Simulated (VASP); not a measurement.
The system is TaF3.

```xyz
4
Lattice="3.9012 0.0000 0.0000 0.0000 3.9012 0.0000 0.0000 0.0000 3.9012" Properties=species:S:1:pos:R:3 pbc="T T T"
Ta    0.0000    0.0000    0.0000
F     0.0000    0.0000    1.9506
F     0.0000    1.9506    0.0000
F     1.9506    0.0000    0.0000
```

```yaml
Program: VASP 6.6.1
Task: relaxation of cell and atoms
Functional: PBE
Potentials_or_basis: VASP PAW PBE potentials, release 64 (Ta_pv, F)
Cutoff: 600 eV
k_mesh: 7 × 7 × 7
Occupations: fermi-dirac, width 0.05 eV
Spin: no spin polarisation
Hubbard_terms: Ta d U = 5.0 eV
```

At the start: pressure 32.4 GPa; volume 14.84 Å³/atom.

**Question.** How do energy, volume and symmetry change on relaxing?

**Answer.** Over 4 steps the energy falls by 289.3 meV/atom and the volume is 18.30 Å³/atom (+23.3 %); space group Pm-3m (No. 221, to 0.05 Å).

Step by step:
```tsv
step	energy change (eV)	largest force (eV/Å)	pressure (GPa)	volume (Å³)
1	0.0000	0.0000	32.40	59.37
2	-0.3836	0.0000	-13.42	89.09
3	-1.1566	0.0000	-0.45	73.52
4	-1.1571	0.0000	-0.04	73.21
```

Final structure:
```
CELL_PARAMETERS angstrom
4.18341 0.00000 0.00000
0.00000 4.18341 0.00000
0.00000 0.00000 4.18341
ATOMIC_POSITIONS crystal
Ta 0.00000 0.00000 0.00000
F 0.00000 0.00000 0.50000
F 0.00000 0.50000 0.00000
F 0.50000 0.00000 0.00000
```

Caveat: the electronic state changed during the relaxation; the volume moved by over 15 % at a fixed basis, so the end points are rough; the volume moved by +23 % from the deposited cell, more than functionals usually miss; U without spin polarisation on a metal has little footing.
